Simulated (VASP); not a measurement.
# Hf (Fmmm) in VASP: single point with r2SCAN

Aim: the single point of Hf with r2SCAN.

Program: VASP 6.6.1. These are calculated values, not measurements. Logs are shortened: lines on timing, memory, paths and dates and some standing lists are left out, and cuts for length are marked.

## Step 1: The cell of the first run

It takes space group Fmmm (No. 69, orthorhombic). Conventional cell: a = 4.288 Å, b = 4.302 Å, c = 10.540 Å, α = 90.00°, β = 90.00°, γ = 90.00°. Within 3.9 Å of Hf (site symmetry mm2) lie 9 Hf at 2.98 to 3.19 Å.

## Step 2: Single point, r2SCAN

POSCAR reads:

```
Hf
1.0
    0.0000000000      2.1508565910      5.2699134052
    2.1438634482      0.0000000000      5.2699134052
    2.1438634482      2.1508565910      0.0000000000
Hf
2
Direct
    0.1515343930      0.1515343930      0.8484656070
    0.8484656070      0.8484656070      0.1515343930
```

INCAR.step1 reads:

```
SYSTEM = Hf
ALGO = Normal
EDIFF = 1E-4
ENCUT = 520
GGA = PE
ISMEAR = 0
LASPH = .True.
LCHARG = .False.
LREAL = .False.
LWAVE = .True.
NBANDS = 17
NELM = 80
PREC = Accurate
SIGMA = 0.1
```

INCAR.step2 reads:

```
SYSTEM = Hf
ALGO = Normal
EDIFF = 1E-6
ENCUT = 520
ISIF = 2
ISMEAR = 0
ISTART = 1
LASPH = .True.
LCHARG = .False.
LMIXTAU = .True.
LREAL = .False.
LWAVE = .False.
METAGGA = R2SCAN
NBANDS = 17
NELM = 80
PREC = Accurate
SIGMA = 0.1
```

KPOINTS reads:

```
k-points
0
Gamma
  18 18 18
  0 0 0
```

Potentials or basis: VASP PAW PBE potentials, release 64 (Hf_pv).

Started as:

```bash
$ cat potpaw_PBE.64/Hf_pv/POTCAR > POTCAR
$ cp INCAR.step1 INCAR
$ mpirun -np 1 vasp_std > vasp.out
$ cp INCAR.step2 INCAR
$ mpirun -np 1 vasp_std > vasp.out
```

OUTCAR:

```text
SYSTEM = Hf
   EDIFF = 1E-6
   ENCUT = 520
   ISIF = 2
   ISMEAR = 0
   ISTART = 1
   LASPH = .True.
   LREAL = .False.
   METAGGA = R2SCAN
   NELM = 80
   PREC = Accurate

 ion  position               nearest neighbor table
   1  0.152  0.152  0.848-   2 2.98   2 2.98   2 2.99   2 2.99   2 3.19
   2  0.848  0.848  0.152-   1 2.98   1 2.98   1 2.99   1 2.99   1 3.19

  LATTYP: Found a face centered orthorhombic cell.
 ALAT       =     4.2877268964
 B/A-ratio  =     1.0032619348
 C/A-ratio  =     2.4581385580

  Lattice vectors:

 A1 = (   0.0000000000,   2.1508565910,   5.2699134052)
 A2 = (   2.1438634482,   0.0000000000,   5.2699134052)
 A3 = (   2.1438634482,   2.1508565910,   0.0000000000)

Analysis of symmetry for initial positions (statically):
=====================================================================
 Subroutine PRICEL returns:
 Original cell was already a primitive cell.

 Routine SETGRP: Setting up the symmetry group for a
 face centered orthorhombic supercell.

 Subroutine GETGRP returns: Found  8 space group operations
 (whereof  8 operations were pure point group operations)
 out of a pool of  8 trial point group operations.

The static configuration has the point symmetry D_2h.

Analysis of symmetry for dynamics (positions and initial velocities):
=====================================================================
 Subroutine PRICEL returns:
 Original cell was already a primitive cell.

 Routine SETGRP: Setting up the symmetry group for a
 face centered orthorhombic supercell.

 Subroutine GETGRP returns: Found  8 space group operations
 (whereof  8 operations were pure point group operations)
 out of a pool of  8 trial point group operations.

The dynamic configuration has the point symmetry D_2h.

 Subroutine INISYM returns: Found  8 space group operations
 (whereof  8 operations are pure point group operations),
 and found     1 'primitive' translations

----------------------------------------------------------------------------------------

                                     Primitive cell

  volume of cell :      48.6006

  direct lattice vectors                    reciprocal lattice vectors
     0.000000000  2.150856591  5.269913405    -0.233223809  0.232465522  0.094878219
     2.143863448  0.000000000  5.269913405     0.233223809 -0.232465522  0.094878219
     2.143863448  2.150856591  0.000000000     0.233223809  0.232465522 -0.094878219

  length of vectors
     5.691939158  5.689300289  3.036829689     0.342688548  0.342688548  0.342688548

  position of ions in fractional coordinates (direct lattice)
     0.151534393  0.151534393  0.848465607
     0.848465607  0.848465607  0.151534393

  ion indices of the primitive-cell ions
   primitive index   ion index
                 1           1
                 2           2

----------------------------------------------------------------------------------------

 KPOINTS: k-points

Automatic generation of k-mesh.
 Grid dimensions read from file:
 generate k-points for:   18   18   18

 Generating k-lattice:

  Cartesian coordinates                     Fractional coordinates (reciprocal lattice)
    -0.012956878  0.012914751  0.005271012     0.055555556  0.000000000  0.000000000
     0.012956878 -0.012914751  0.005271012     0.000000000  0.055555556  0.000000000
     0.012956878  0.012914751 -0.005271012     0.000000000  0.000000000  0.055555556

  Length of vectors
     0.019038253  0.019038253  0.019038253

  Shift w.r.t. Gamma in fractional coordinates (k-lattice)
     0.000000000  0.000000000  0.000000000

 Subroutine IBZKPT returns following result:
 ===========================================

 Found    865 irreducible k-points:

 Following reciprocal coordinates:
            Coordinates               Weight
  0.000000  0.000000  0.000000      1.000000
  0.055556 -0.000000 -0.000000      8.000000
  0.111111 -0.000000 -0.000000      8.000000
  0.166667 -0.000000 -0.000000      8.000000
  0.222222 -0.000000  0.000000      8.000000
  0.277778  0.000000  0.000000      8.000000
[... 16 lines left out ...]
 -0.277778  0.055556  0.000000      8.000000
 -0.222222  0.055556 -0.000000      8.000000
 [... further k-points ...]
   k-points           NKPTS =    865   k-points in BZ     NKDIM =    865   number of bands    NBANDS=     17
   number of dos      NEDOS =    301   number of ions     NIONS =      2
   total plane-waves  NPLWV =  42336
   dimension x,y,z NGX =    42 NGY =   42 NGZ =   24
   dimension x,y,z NGXF=    84 NGYF=   84 NGZF=   48
   ions per type =               2
   NGX,Y,Z   is equivalent  to a cutoff of  12.27, 12.27, 13.14 a.u.
   NGXF,Y,Z  is equivalent  to a cutoff of  24.53, 24.55, 26.28 a.u.
 SYSTEM =  Hf
   PREC   = accura    normal or accurate (medium, high low for compatibility)
   ISTART =      1    job   : 0-new  1-cont  2-samecut
   ICHARG =      0    charge: 1-file 2-atom 10-const
   ISPIN  =      1    spin polarized calculation?
   LNONCOLLINEAR =      F non collinear calculations
   LSORBIT =      F    spin-orbit coupling
   LASPH  =      T    aspherical Exc in radial PAW
   ENCUT  =  520.0 eV  38.22 Ry    6.18 a.u.  10.58 10.58  5.65*2*pi/ulx,y,z
   NELM   =     80;   NELMIN=  2; NELMDL=  0     # of ELM steps
   EDIFF  = 0.1E-05   stopping-criterion for ELM
   LREAL  =      F    real-space projection
   EDIFFG = 0.1E-04   stopping-criterion for IOM
   NSW    =      0    number of steps for IOM
   IBRION =     -1    ionic relax: 0-MD 1-quasi-New 2-CG
   NFREE  =      0    steps in history (QN), initial steepest desc. (CG)
   ISIF   =      2    stress and relaxation
   ISYM   =      2    0-nonsym 1-usesym 2-fastsym
   POTIM  = 0.5000    time-step for ionic-motion
   TEBEG  =    0.0;   TEEND  =   0.0 temperature during run
   PSTRESS=    0.0 pullay stress
   NELECT =      20.0000    total number of electrons
   NUPDOWN=      -1.0000    fix difference up-down
   EMIN   =  10.00;   EMAX   =-10.00  energy-range for DOS
   EFERMI =   0.00;   METHOD = LEGACY
   ISMEAR =     0;   SIGMA  =   0.10  broadening in eV -4-tet -1-fermi 0-gaus
   EFERMI_NEDOS =   21; number of points for ismear=-14 and -15
   IALGO  =     38    algorithm
   IMIX   =      4    mixing-type and parameters
     AMIX     =   0.40;   BMIX     =  1.00
     AMIX_MAG =   1.60;   BMIX_MAG =  1.00
  volume/ion in A,a.u.               =      24.30       163.99
  Fermi-wavevector in a.u.,A,eV,Ry     =   1.217692  2.301104 20.174365  1.482774
  Thomas-Fermi vector in A             =   2.353004
   LORBIT       =      0    0 simple, 1 ext, 2 COOP (PROOUT), +10 PAW based schemes
   METAGGA = R2SCAN    functional components
   LHFCALC =     F    Hartree Fock is set to
   AEXX    =    0.0000 exact exchange contribution
   IVDW    =     0    specifies the selected vdW correction
   LEPSILON=     F    determine dielectric tensor
   LRPA    =     F    only Hartree local field effects (RPA)
 non-spin polarized calculation
 Gauss-broadening in eV      SIGMA  =   0.10
  energy-cutoff  :      520.00
  volume of cell :       48.60
 maximum number of plane-waves:      1335
   NGX = 21   NGY = 21   NGZ = 11

 number of electron      20.0000001 magnetization

 Free energy of the ion-electron system (eV)
  ---------------------------------------------------
  ext. energy  EPLUGINS =         0.00000000
  ---------------------------------------------------
  free energy    TOTEN  =       -89.63396334 eV

  energy without entropy =      -89.63016632  energy(sigma->0) =      -89.63206483

 E-fermi :   4.1334     XC(G=0): -11.5985

 val. band max:        4.1252539891   @ k =  -0.2222   0.4444   0.2778
 cond. band min:       4.1347787770   @ k =   0.1667  -0.3333   0.1111
 fundamental gap:      0.0095247879
 Fermi energy:         4.1334018598

 k-point     1 :       0.0000    0.0000    0.0000
  band No.  band energies     occupation
      1     -27.9553      2.00000
      2     -27.3457      2.00000
      3     -27.3410      2.00000
      4     -27.1134      2.00000
      5     -27.1043      2.00000
      6     -27.1042      2.00000
[... 9 lines left out ...]
     16       9.0428      0.00000
     17       9.3887      0.00000

 k-point     2 :       0.0556   -0.0000   -0.0000
  band No.  band energies     occupation
      1     -27.9504      2.00000
      2     -27.3715      2.00000
      3     -27.3397      2.00000
      4     -27.1240      2.00000
      5     -27.1077      2.00000
      6     -27.1043      2.00000
[... 9 lines left out ...]
     16       9.2632      0.00000
     17       9.5712      0.00000

 k-point     3 :       0.1111   -0.0000   -0.0000
  band No.  band energies     occupation
      1     -27.9372      2.00000
      2     -27.4441      2.00000
      3     -27.3296      2.00000
      4     -27.1790      2.00000
      5     -27.1045      2.00000
      6     -27.0991      2.00000
[... 9 lines left out ...]
     16       9.7119      0.00000
     17       9.8001      0.00000

 k-point     4 :       0.1667   -0.0000   -0.0000
  band No.  band energies     occupation
      1     -27.9201      2.00000
      2     -27.5442      2.00000
      3     -27.3133      2.00000
      4     -27.2577      2.00000
      5     -27.1054      2.00000
      6     -27.0977      2.00000
[... 9 lines left out ...]
     16       9.9354      0.00000
     17      10.1258      0.00000
[... 343 lines left out ...]
      1     -27.9918      2.00000
      2     -27.9447      2.00000
      3     -27.4394      2.00000
      4     -27.2121      2.00000
      5     -27.1716      2.00000
      6     -27.1332      2.00000
[... 9 lines left out ...]
     16       9.5829      0.00000
     17      10.1891      0.00000

 k-point    23 :      -0.2778    0.0556    0.0000
  band No.  band energies     occupation
      1     -27.9506      2.00000
      2     -27.8659      2.00000
      3     -27.4438      2.00000
      4     -27.2388      2.00000
      5     -27.1382      2.00000
      6     -27.1219      2.00000
[... 9 lines left out ...]
     16       9.6246      0.00000
     17      10.1786      0.00000

 k-point    24 :      -0.2222    0.0556   -0.0000
  band No.  band energies     occupation
      1     -27.9232      2.00000
      2     -27.7656      2.00000
      3     -27.4123      2.00000
      4     -27.2656      2.00000
      5     -27.1141      2.00000
      6     -27.1119      2.00000
[... 9 lines left out ...]
     16       9.7237      0.00000
     17      10.1519      0.00000

 [... further k-points ...]

------------------------ aborting loop because EDIFF is reached ----------------------------------------

  FORCE on cell =-STRESS in cart. coord.  units (eV):
  Direction    XX          YY          ZZ          XY          YZ          ZX
  --------------------------------------------------------------------------------------
  -------------------------------------------------------------------------------------
  Total       -0.1549838     -0.1750764     -0.1687171     -0.0000000      0.0000000      0.0000000
  in kB       -5.1092237     -5.7715995     -5.5619565     -0.0000000      0.0000000      0.0000000
  external PRESSURE =      -5.4809266 kB  Pullay stress =       0.0000000 kB

 VOLUME and BASIS-vectors are now :
 -----------------------------------------------------------------------------
  energy-cutoff  :      520.00
  volume of cell :       48.60
      direct lattice vectors                 reciprocal lattice vectors
     0.000000000  2.150856591  5.269913405    -0.233223809  0.232465522  0.094878219
     2.143863448  0.000000000  5.269913405     0.233223809 -0.232465522  0.094878219
     2.143863448  2.150856591  0.000000000     0.233223809  0.232465522 -0.094878219

 POSITION                                       TOTAL-FORCE (eV/Angst)
 -----------------------------------------------------------------------------------
      2.14386      2.15086      1.59715         0.000000      0.000000      0.075318
      2.14386      2.15086      8.94268         0.000000      0.000000     -0.075318
 -----------------------------------------------------------------------------------
    total drift:                               -0.000000     -0.000000      0.000000

  FREE ENERGIE OF THE ION-ELECTRON SYSTEM (eV)
  ---------------------------------------------------
  free  energy   TOTEN  =       -89.6339633444 eV

  energy  without entropy=      -89.6301663209  energy(sigma->0) =      -89.63206483
```

Wall time 77 min (1 thread of Oxide Virtual Turin-like, shared host); peak memory 0.65 GiB.

What came out:

| Quantity | Value |
| --- | --- |
| Free energy | -89.6340 eV |
| Pressure | -0.5 GPa |
| Largest force | 0.075 eV/Å |
| Band gap on the k mesh | zero (bands 10 and 11 overlap by 1.04 eV) |

Forces in eV/Å, atoms in the order of the input:
```
Hf   0.000  0.000  0.075
Hf   0.000  0.000 -0.075
```

Caveat: the PAW data sets were made with another functional, which shifts forces and pressure a little; spin-orbit coupling is left out, which moves the levels of the heavy elements.
